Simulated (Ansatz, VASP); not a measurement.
## Tl: VASP beside Ansatz

```xyz
4
Lattice="3.4384 0.0000 0.0000 -1.7192 2.9777 0.0000 0.0000 0.0000 11.6111" Properties=species:S:1:pos:R:3 pbc="T T T"
Tl    0.0000    0.0000    0.0000
Tl    0.0000    0.0000    5.8056
Tl    0.0000    1.9851    2.9028
Tl    1.7192    0.9926    8.7083
```

Alike in both runs: functional r2SCAN; k mesh 6 × 6 × 2; occupations gaussian, width 0.1 eV; no spin polarisation.

Ansatz relaxed the structure, and its values are those at the end. VASP's run is a single point on that final structure, the one shown.

|  | VASP | Ansatz |
| --- | --- | --- |
| version | VASP 6.6.1 | Ansatz 0.2.0 |
| potentials or method | VASP PAW PBE potentials, release 64 (Tl_d), cutoff 520 eV | scalar-relativistic, plane waves, PAW |
| valence electrons in the cell | 52 | 52 |

|  | VASP | Ansatz | Ansatz less VASP |
| --- | --- | --- | --- |
| gap on the k mesh at the Fermi level (eV) | none | none | - |
| pressure (GPa) | 0.0 | 0.0 | +0.03 |

VASP's potentials were made for PBE, not for r2SCAN. A gap of «none» marks a metal or a gap that the smearing closes.

Neither program's run includes spin-orbit coupling.
